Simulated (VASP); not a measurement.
Crystal: CsPbCl3.

```xyz
5
Lattice="5.6050 0.0000 0.0000 0.0000 5.6050 0.0000 0.0000 0.0000 5.6050" Properties=species:S:1:pos:R:3 pbc="T T T"
Pb    2.8025    2.8025    2.8025
Cs    0.0000    0.0000    0.0000
Cl    2.8025    0.0000    2.8025
Cl    0.0000    2.8025    2.8025
Cl    2.8025    2.8025    0.0000
```

Base run:

- Program: VASP 6.6.1
- Functional: B3LYP
- Potentials or basis: VASP PAW PBE potentials, release 64 (Pb_d, Cs_sv, Cl)
- Cutoff: 520 eV
- k mesh: 3 × 3 × 3
- Occupations: fermi-dirac, width 0.05 eV
- Spin: no spin polarisation

Its results: band gap on the k mesh 5.51 eV, direct; pressure 2.2 GPa.

The run is repeated on the same cell with these changes: functional from B3LYP to HSE06. What comes out?

Band gap on the k mesh 5.06 eV, direct; pressure 1.0 GPa.

Caveats: the PAW data sets were made with another functional, which shifts forces and pressure a little; spin-orbit coupling is left out, which moves the levels of the heavy elements.

A k mesh can miss the band edges.
